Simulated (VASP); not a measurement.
Set up this calculation in VASP 6.6.1, as the native input.

```yaml
Task: single point
Functional: PBE
Potentials_or_basis: VASP PAW PBE potentials, release 64 (Mg, O)
Cutoff: 520 eV
k_mesh: 11 × 11 × 11
Occupations: fermi-dirac, width 0.01 eV
Spin: no spin polarisation
Dipole_correction: no
Further_INCAR_settings: ALGO = Normal; EDIFF = 1e-06; NBANDS = 11
```

The structure of MgO lies in POSCAR:

```
MgO
1.0
    0.0000000000      2.1351500000      2.1351500000
    2.1351500000      0.0000000000      2.1351500000
    2.1351500000      2.1351500000      0.0000000000
Mg O
1 1
Direct
   -0.0281010702      0.0281010702      0.0281010702
    0.5000000000      0.5000000000      0.5000000000
```

This cell differs from its parent crystal: atom 1 (Mg) moved by [0.12, 0.0, 0.0] A.

The input as run:

INCAR

```
PREC     = Accurate       # precision mode
ENCUT    = 520            # plane-wave cutoff, eV
EDIFF    = 1E-6           # SCF threshold, eV
ISMEAR   = -1             # smearing method
SIGMA    = 0.01           # smearing width, eV
LREAL    = F              # projectors in reciprocal space
LASPH    = T              # aspherical terms in the spheres
NELM     = 80             # most SCF steps
ALGO     = Normal         # electronic algorithm
ISIF     = 2              # what is computed and relaxed
LWAVE    = F              # write WAVECAR
LCHARG   = F              # write CHGCAR
GGA      = PE             # functional
NBANDS   = 11             # bands
```

KPOINTS

```
regular mesh
0
Gamma
  11 11 11
```

Potentials or basis: VASP PAW PBE potentials, release 64 (Mg, O).

The run is started by

```bash
$ cat potpaw_PBE.64/Mg/POTCAR potpaw_PBE.64/O/POTCAR > POTCAR
$ mpirun -np 1 vasp_std > vasp.out
```

Results of the run:

```yaml
Pressure: -1.2 GPa
Largest_force: 0.602 eV/Å
Band_gap_on_the_k_mesh: 4.33 eV, direct
```

Caveat: the cell differs from its parent crystal (atom 1 (Mg) moved by [0.12, 0.0, 0.0] A).

Wall time 19 s on 1 thread of Intel(R) Xeon(R) Platinum 8488C (Sapphire Rapids), on a shared host, peak memory 0.16 GiB.
